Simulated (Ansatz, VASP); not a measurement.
## Two plane-wave programs on ZrB

File INCAR:

```
ALGO = Normal ; EDIFF = 1E-6
ENCUT = 520 ; ISIF = 2
ISMEAR = 0 ; LASPH = T
LCHARG = T ; LELF = T
LREAL = F ; LVHAR = T
LWAVE = F ; NBANDS = 14
NELM = 60 ; PREC = Accurate
SIGMA = 0.15
```

KPOINTS

```
k-points
0
Gamma
  18 18 18
```

Contents of POSCAR:

```
ZrB
1.0
    0.0000000000      2.5083984217      2.5083984217
    2.5083984217      0.0000000000      2.5083984217
    2.5083984217      2.5083984217      0.0000000000
Zr B
1 1
Direct
    0.0000000000      0.0000000000      0.0000000000
    0.5000000000      0.5000000000      0.5000000000
```

Input for Ansatz:

```yaml
crystal:
  lattice:
    - [0.0, 2.5083984217, 2.5083984217]
    - [2.5083984217, 0.0, 2.5083984217]
    - [2.5083984217, 2.5083984217, 0.0]
  atoms:
    - { symbol: Zr, position: [0.0, 0.0, 0.0] }
    - { symbol: B, position: [0.5, 0.5, 0.5] }
basis:
  ecutwfc: 520.0
kpoints:
  mp_grid: { grid: [18, 18, 18] }
hamiltonian:
  xc: lda
scf:
  occupations: { method: gaussian, width: 0.15 }
output:
  forces: true
  stress: true
  eigenvalues: true
```

Alike in both runs: task single point; functional LDA; k mesh 18 × 18 × 18; occupations gaussian, width 0.15 eV; no spin polarisation.

|  | VASP | Ansatz |
| --- | --- | --- |
| version | VASP 6.6.1 | Ansatz 0.2.0 |
| potentials or method | VASP PAW LDA potentials, release 64 (Zr_sv, B), cutoff 520 eV | scalar-relativistic, plane waves, PAW |
| valence electrons in the cell | 15 | 15 |

VASP gave:

```
gap on the k mesh at the Fermi level (eV) : none
pressure (GPa)                            : -15.8
```

**Question.** What did Ansatz give for the same quantities?

**Answer.** gap on the k mesh at the Fermi level (eV): none; pressure (GPa): -16.1.

LDA's correlation is that of Perdew and Zunger in VASP and of Perdew and Wang (1992) in Ansatz. A gap of «none» marks a metal or a gap that the smearing closes.
